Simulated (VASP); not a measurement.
Input of a VASP 6.6.1 run:

The input INCAR:

```
PREC     = Accurate       # precision mode
ENCUT    = 520            # plane-wave cutoff, eV
EDIFF    = 1E-6           # SCF threshold, eV
ISMEAR   = -1             # smearing method
SIGMA    = 0.05           # smearing width, eV
LREAL    = False          # projectors in reciprocal space
LASPH    = True           # aspherical terms in the spheres
NELM     = 80             # most SCF steps
ALGO     = Normal         # electronic algorithm
ISIF     = 2              # what is computed and relaxed
LWAVE    = False          # write WAVECAR
LCHARG   = False          # write CHGCAR
GGA      = PS             # functional
NBANDS   = 20             # bands
```

KPOINTS

```
Automatic mesh
0
Gamma
  9 9 5
```

The input POSCAR:

```
Tl
1.0
    3.2813389567      0.0000000000      0.0000000000
   -1.6406694783      2.8417228949      0.0000000000
    0.0000000000      0.0000000000      5.5357888812
Tl
2
Direct
    0.6666666667      0.3333333333      0.7500000000
    0.3333333333      0.6666666667      0.2500000000
```

Potentials or basis: VASP PAW PBE potentials, release 64 (Tl_d).

Launch:

```console
$ cat potpaw_PBE.64/Tl_d/POTCAR > POTCAR
$ mpirun -np 1 vasp_std > vasp.out
```

(1) Predict the band gap on the k mesh.

(2) Predict the pressure.

## Answers

(1) zero (bands 13 and 14 overlap by 3.79 eV).

(2) 4.9 GPa.

Caveat: the cell stands under pressure; the PAW data sets were made with another functional, which shifts forces and pressure a little; spin-orbit coupling is left out, which moves the levels of the heavy elements.
